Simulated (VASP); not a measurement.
Crystal: BeTe.

```
Be Te
1.0
     0.00000    2.83198    2.83198
     2.83198    0.00000    2.83198
     2.83198    2.83198    0.00000
Be Te
1 1
Direct
  0.00000 0.00000 0.00000
  0.25000 0.25000 0.25000
```

```yaml
Program: VASP 6.6.1
Task: relaxation of cell and atoms
Functional: PBEsol
Potentials_or_basis: VASP PAW PBE potentials, release 64 (Be, Te)
Cutoff: 600 eV
k_mesh: 8 × 8 × 8
Occupations: fermi-dirac, width 0.02 eV
Spin: no spin polarisation
```

At the start: pressure -1.6 GPa; volume 22.71 Å³/atom.

Task: How do energy, volume and symmetry change on relaxing?

Result: Over 3 steps the energy falls by 3.1 meV/atom and the volume is 22.10 Å³/atom (-2.7 %); space group F-43m (No. 216, to 0.1 Å) before and after.

The path:
```tsv
step	energy change (eV)	largest force (eV/Å)	pressure (GPa)	volume (Å³)
1	0.0000	0.0000	-1.57	45.43
2	-0.0060	0.0000	0.29	43.98
3	-0.0062	0.0000	0.01	44.19
```

Final structure:
```
Be Te
1.0
     0.00000    2.80612    2.80612
     2.80612    0.00000    2.80612
     2.80612    2.80612    0.00000
Be Te
1 1
Direct
  0.00000 0.00000 0.00000
  0.25000 0.25000 0.25000
```

Caveat: the PAW data sets were made with another functional, which shifts forces and pressure a little.
